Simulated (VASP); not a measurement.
# CoO (I4/mmm) in VASP: single point with PBEsol

Aim: the single point of CoO with PBEsol.

Everything below comes from runs of VASP 6.6.1. Logs are shortened: lines on timing, memory, paths and dates and some standing lists are left out, and cuts for length are marked.

## Step 1: The cell of the first run

Symmetry: I4/mmm, No. 139, tetragonal system. Conventional cell: a = 3.016 Å, b = 3.016 Å, c = 4.214 Å, α = 90.00°, β = 90.00°, γ = 90.00°. Co (site symmetry 4/mmm) has 6 O at 2.11 to 2.13 Å within 2.8 Å. Within 2.8 Å of O (site symmetry 4/mmm) lie 6 Co at 2.11 to 2.13 Å.

## Step 2: Single point, PBEsol, collinear spin, ferromagnetic start

Contents of INCAR:

```
SYSTEM = CoO
  ALGO = Normal
  EDIFF = 1E-6
  ENCUT = 520
  GGA = PS
  ISIF = 2
  ISMEAR = 0
  ISPIN = 2
  LASPH = .TRUE.
  LCHARG = .FALSE.
  LMAXMIX = 4
  LORBIT = 11
  LREAL = .FALSE.
  LWAVE = .FALSE.
  MAGMOM = 2.71 0.36
  NBANDS = 18
  NELM = 150
  PREC = Accurate
  SIGMA = 0.15
```

Contents of KPOINTS:

```
k-points
0
G
  24 24 24
  0 0 0
```

Contents of POSCAR:

```
CoO
1.0
   -1.5080001529      1.5080001529      2.1072499549
    1.5080001529     -1.5080001529      2.1072499549
    1.5080001529      1.5080001529     -2.1072499549
Co O
1 1
Direct
    0.0000000000      0.0000000000      0.0000000000
    0.5000000000      0.5000000000      0.0000000000
```

Potentials or basis: VASP PAW PBE potentials, release 64 (Co, O).

Started as:

```
$ cat potpaw_PBE.64/Co/POTCAR potpaw_PBE.64/O/POTCAR > POTCAR
$ mpirun -np 1 vasp_std > vasp.out
```

OUTCAR:

```text
SYSTEM = CoO
   EDIFF = 1E-6
   ENCUT = 520
   GGA = PS
   ISIF = 2
   ISMEAR = 0
   ISPIN = 2
   LASPH = .TRUE.
   LORBIT = 11
   LREAL = .FALSE.
   NELM = 150
   PREC = Accurate

 ion  position               nearest neighbor table
   1  0.000  0.000  0.000-   2 2.11   2 2.11   2 2.13   2 2.13   2 2.13   2 2.13
   2  0.500  0.500  0.000-   1 2.11   1 2.11   1 2.13   1 2.13   1 2.13   1 2.13

  LATTYP: Found a body centered tetragonal cell.
 ALAT       =     3.0160003058
 C/A-ratio  =     1.3973804650

  Lattice vectors:

 A1 = (  -1.5080001529,   1.5080001529,   2.1072499549)
 A2 = (   1.5080001529,  -1.5080001529,   2.1072499549)
 A3 = (   1.5080001529,   1.5080001529,  -2.1072499549)

Analysis of symmetry for initial positions (statically):
=====================================================================
 Subroutine PRICEL returns:
 Original cell was already a primitive cell.

 Routine SETGRP: Setting up the symmetry group for a
 body centered tetragonal supercell.

 Subroutine GETGRP returns: Found 16 space group operations
 (whereof 16 operations were pure point group operations)
 out of a pool of 16 trial point group operations.

The static configuration has the point symmetry D_4h.

Analysis of symmetry for dynamics (positions and initial velocities):
=====================================================================
 Subroutine PRICEL returns:
 Original cell was already a primitive cell.

 Routine SETGRP: Setting up the symmetry group for a
 body centered tetragonal supercell.

 Subroutine GETGRP returns: Found 16 space group operations
 (whereof 16 operations were pure point group operations)
 out of a pool of 16 trial point group operations.

The dynamic configuration has the point symmetry D_4h.

Analysis of structural, dynamic, and magnetic symmetry:
=====================================================================
 Subroutine PRICEL returns:
 Original cell was already a primitive cell.

 Routine SETGRP: Setting up the symmetry group for a
 body centered tetragonal supercell.

 Subroutine GETGRP returns: Found 16 space group operations
 (whereof 16 operations were pure point group operations)
 out of a pool of 16 trial point group operations.

The overall configuration has the point symmetry D_4h.

 Subroutine INISYM returns: Found 16 space group operations
 (whereof 16 operations are pure point group operations),
 and found     1 'primitive' translations

----------------------------------------------------------------------------------------

                                     Primitive cell

  volume of cell :      19.1681

  direct lattice vectors                    reciprocal lattice vectors
    -1.508000153  1.508000153  2.107249955     0.000000000  0.331564953  0.237276076
     1.508000153 -1.508000153  2.107249955     0.331564953  0.000000000  0.237276076
     1.508000153  1.508000153 -2.107249955     0.331564953  0.331564953  0.000000000

  length of vectors
     2.998104617  2.998104617  2.998104617     0.407719578  0.407719578  0.468903654

  position of ions in fractional coordinates (direct lattice)
     0.000000000  0.000000000  0.000000000
     0.500000000  0.500000000  0.000000000

  ion indices of the primitive-cell ions
   primitive index   ion index
                 1           1
                 2           2

----------------------------------------------------------------------------------------

 KPOINTS: k-points

Automatic generation of k-mesh.
 Grid dimensions read from file:
 generate k-points for:   24   24   24

 Generating k-lattice:

  Cartesian coordinates                     Fractional coordinates (reciprocal lattice)
     0.000000000  0.013815206  0.009886503     0.041666667 -0.000000000  0.000000000
     0.013815206  0.000000000  0.009886503    -0.000000000  0.041666667  0.000000000
     0.013815206  0.013815206  0.000000000     0.000000000  0.000000000  0.041666667

  Length of vectors
     0.016988316  0.016988316  0.019537652

  Shift w.r.t. Gamma in fractional coordinates (k-lattice)
     0.000000000  0.000000000  0.000000000

 Subroutine IBZKPT returns following result:
 ===========================================

 Found   1063 irreducible k-points:

 Following reciprocal coordinates:
            Coordinates               Weight
  0.000000  0.000000  0.000000      1.000000
  0.041667  0.000000 -0.000000      8.000000
  0.083333  0.000000 -0.000000      8.000000
  0.125000 -0.000000  0.000000      8.000000
  0.166667  0.000000  0.000000      8.000000
  0.208333  0.000000 -0.000000      8.000000
[... 16 lines left out ...]
  0.416667  0.041667  0.000000     16.000000
  0.458333  0.041667  0.000000     16.000000
 [... further k-points ...]
   k-points           NKPTS =   1063   k-points in BZ     NKDIM =   1063   number of bands    NBANDS=     18
   number of dos      NEDOS =    301   number of ions     NIONS =      2
   total plane-waves  NPLWV =  13824
   dimension x,y,z NGX =    24 NGY =   24 NGZ =   24
   dimension x,y,z NGXF=    48 NGYF=   48 NGZF=   48
   ions per type =               1   1
   NGX,Y,Z   is equivalent  to a cutoff of  13.31, 13.31, 13.31 a.u.
   NGXF,Y,Z  is equivalent  to a cutoff of  26.62, 26.62, 26.62 a.u.
 SYSTEM =  CoO
   PREC   = accura    normal or accurate (medium, high low for compatibility)
   ISTART =      0    job   : 0-new  1-cont  2-samecut
   ICHARG =      2    charge: 1-file 2-atom 10-const
   ISPIN  =      2    spin polarized calculation?
   LNONCOLLINEAR =      F non collinear calculations
   LSORBIT =      F    spin-orbit coupling
   LASPH  =      T    aspherical Exc in radial PAW
   ENCUT  =  520.0 eV  38.22 Ry    6.18 a.u.   5.57  5.57  5.57*2*pi/ulx,y,z
   NELM   =    150;   NELMIN=  2; NELMDL= -5     # of ELM steps
   EDIFF  = 0.1E-05   stopping-criterion for ELM
   LREAL  =      F    real-space projection
   EDIFFG = 0.1E-04   stopping-criterion for IOM
   NSW    =      0    number of steps for IOM
   IBRION =     -1    ionic relax: 0-MD 1-quasi-New 2-CG
   NFREE  =      0    steps in history (QN), initial steepest desc. (CG)
   ISIF   =      2    stress and relaxation
   ISYM   =      2    0-nonsym 1-usesym 2-fastsym
   POTIM  = 0.5000    time-step for ionic-motion
   TEBEG  =    0.0;   TEEND  =   0.0 temperature during run
   PSTRESS=    0.0 pullay stress
   NELECT =      15.0000    total number of electrons
   NUPDOWN=      -1.0000    fix difference up-down
   EMIN   =  10.00;   EMAX   =-10.00  energy-range for DOS
   EFERMI =   0.00;   METHOD = LEGACY
   ISMEAR =     0;   SIGMA  =   0.15  broadening in eV -4-tet -1-fermi 0-gaus
   EFERMI_NEDOS =   21; number of points for ismear=-14 and -15
   IALGO  =     38    algorithm
   IMIX   =      4    mixing-type and parameters
     AMIX     =   0.40;   BMIX     =  1.00
     AMIX_MAG =   1.60;   BMIX_MAG =  1.00
  volume/ion in A,a.u.               =       9.58        64.68
  Fermi-wavevector in a.u.,A,eV,Ry     =   1.508617  2.850873 30.965840  2.275925
  Thomas-Fermi vector in A             =   2.619048
   LORBIT       =     11    0 simple, 1 ext, 2 COOP (PROOUT), +10 PAW based schemes
   GGA     = PS    functional components
   LHFCALC =     F    Hartree Fock is set to
   AEXX    =    0.0000 exact exchange contribution
   IVDW    =     0    specifies the selected vdW correction
   LEPSILON=     F    determine dielectric tensor
   LRPA    =     F    only Hartree local field effects (RPA)
 spin polarized calculation
 Gauss-broadening in eV      SIGMA  =   0.15
  energy-cutoff  :      520.00
  volume of cell :       19.17
 maximum number of plane-waves:       533
   NGX = 11   NGY = 11   NGZ = 11

 number of electron      15.0000005 magnetization       2.9031613

 Free energy of the ion-electron system (eV)
  ---------------------------------------------------
  ext. energy  EPLUGINS =         0.00000000
  ---------------------------------------------------
  free energy    TOTEN  =       -13.97688391 eV

  energy without entropy =      -13.93015433  energy(sigma->0) =      -13.95351912

 E-fermi :   7.9340     XC(G=0): -12.7074

 val. band max:        7.9337807189   @ k =   0.3750   0.2917   0.1250
 cond. band min:       7.9341391171   @ k =  -0.0833   0.0833   0.0417
 fundamental gap:      0.0003583981
 Fermi energy:         7.9339581738

 spin component 1

 k-point     1 :       0.0000    0.0000    0.0000
  band No.  band energies     occupation
      1     -12.3659      1.00000
      2       4.6539      1.00000
      3       4.6545      1.00000
      4       4.6579      1.00000
      5       4.6906      1.00000
      6       4.6906      1.00000
[... 10 lines left out ...]
     17      29.6496      0.00000
     18      32.5212      0.00000
[... 463 lines left out ...]
 k-point    24 :       0.4583    0.0417    0.0000
  band No.  band energies     occupation
      1     -11.0876      1.00000
      2      -0.3564      1.00000
      3       1.8037      1.00000
      4       1.8437      1.00000
      5       5.5236      1.00000
      6       5.5431      1.00000
[... 10 lines left out ...]
     17      33.6766      0.00000
     18      35.4044      0.00000

 [... further k-points ...]

 spin component 2

 k-point     1 :       0.0000    0.0000    0.0000
  band No.  band energies     occupation
      1     -11.8379      1.00000
      2       5.2395      1.00000
      3       5.2953      1.00000
      4       5.2953      1.00000
      5       6.7969      1.00000
      6       6.7970      1.00000
[... 10 lines left out ...]
     17      30.5942      0.00000
     18      33.3471      0.00000
[... 463 lines left out ...]
 k-point    24 :       0.4583    0.0417    0.0000
  band No.  band energies     occupation
      1     -10.5187      1.00000
      2       0.2247      1.00000
      3       3.1364      1.00000
      4       3.1655      1.00000
      5       7.7810      0.92531
      6       7.8193      0.86023
[... 10 lines left out ...]
     17      34.0916      0.00000
     18      35.8659      0.00000

 [... further k-points ...]
[... 5 lines left out ...]
  --------------------------------------------------------------------------------------
  -------------------------------------------------------------------------------------
  Total       -1.1768516     -1.1768516     -1.1486316      0.0000000     -0.0000000      0.0000000
  in kB      -98.3679115    -98.3679115    -96.0091292      0.0000000     -0.0000000      0.0000000
  external PRESSURE =     -97.5816507 kB  Pullay stress =       0.0000000 kB

 VOLUME and BASIS-vectors are now :
 -----------------------------------------------------------------------------
  energy-cutoff  :      520.00
  volume of cell :       19.17
      direct lattice vectors                 reciprocal lattice vectors
    -1.508000153  1.508000153  2.107249955     0.000000000  0.331564953  0.237276076
     1.508000153 -1.508000153  2.107249955     0.331564953  0.000000000  0.237276076
     1.508000153  1.508000153 -2.107249955     0.331564953  0.331564953  0.000000000

 POSITION                                       TOTAL-FORCE (eV/Angst)
 -----------------------------------------------------------------------------------
      0.00000      0.00000      0.00000         0.000000      0.000000      0.000000
      0.00000      0.00000      2.10725        -0.000000     -0.000000     -0.000000
 -----------------------------------------------------------------------------------
    total drift:                               -0.000000      0.000000     -0.000000

  FREE ENERGIE OF THE ION-ELECTRON SYSTEM (eV)
  ---------------------------------------------------
  free  energy   TOTEN  =       -13.9768839104 eV

  energy  without entropy=      -13.9301543313  energy(sigma->0) =      -13.95351912

 total charge

# of ion       s       p       d       tot
------------------------------------------
    1        0.300   0.367   7.151   7.817
    2        1.551   3.402   0.000   4.953
--------------------------------------------------
tot          1.850   3.769   7.151  12.771

 magnetization (x)

# of ion       s       p       d       tot
------------------------------------------
    1        0.020   0.018   2.505   2.543
    2        0.029   0.278   0.000   0.308
--------------------------------------------------
tot          0.049   0.296   2.505   2.851
```

It took 13 min on 1 thread of Oxide Virtual Turin-like, shared host; peak memory 0.59 GiB.

What came out:

| Property | Result |
| --- | --- |
| Free energy | -13.9769 eV |
| Pressure | -9.8 GPa |
| Net moment | 2.90 μB per cell |
| Site moments | Co +2.54; O +0.31 μB |
| Valence electrons inside the program's atomic spheres | Co 7.82; O 4.95 |

Stress tensor (GPa, compression positive):
```
-9.84  0.00  0.00
 0.00 -9.84  0.00
 0.00  0.00 -9.60
```

Caveat: the cell stands under tension; the PAW data sets were made with another functional, which shifts forces and pressure a little; a cell with one magnetic atom can't hold antiferromagnetic order, which such compounds often take; semilocal functionals often make such compounds metallic where correlation or magnetic order opens a gap, which also shifts bond lengths. With open d or f shells a metallic result of PBEsol can be an artefact of self-interaction; +U or a hybrid may open a gap.
